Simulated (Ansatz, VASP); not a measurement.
## Two plane-wave programs on Ta4Br

```
Ta Br
1.0
    -2.96096    2.96096    2.96096
     2.96096   -2.96096    2.96096
     2.96096    2.96096   -2.96096
Ta Br
4 1
Direct
  0.00000 0.00000 0.50000
  0.50000 0.00000 0.00000
  0.50000 0.50000 0.50000
  0.00000 0.50000 0.00000
  0.00000 0.00000 0.00000
```

Change from the starting cell: species swapped into the NiHg4 type (Im-3m, No. 229).

Alike in both runs: functional PBE; k mesh 10 × 10 × 10; occupations gaussian, width 0.1 eV; no spin polarisation.

Ansatz relaxed the structure, and its values are those at the end. VASP's run is a single point on that final structure, the one shown.

|  | VASP | Ansatz |
| --- | --- | --- |
| version | VASP 6.6.1 | Ansatz 0.2.0 |
| potentials or method | VASP PAW PBE potentials, release 64 (Ta_pv, Br), cutoff 520 eV | scalar-relativistic, plane waves, PAW |
| valence electrons in the cell | 51 | 59 |

|  | VASP | Ansatz | Ansatz less VASP |
| --- | --- | --- | --- |
| gap on the k mesh at the Fermi level (eV) | none | none | - |
| pressure (GPa) | 0.1 | 0.0 | -0.12 |

A gap of «none» marks a metal or a gap that the smearing closes. VASP's potentials hold 51 valence electrons a cell and Ansatz's 59, so a difference there can come from the potentials and not from the codes.

Neither program's run includes spin-orbit coupling.
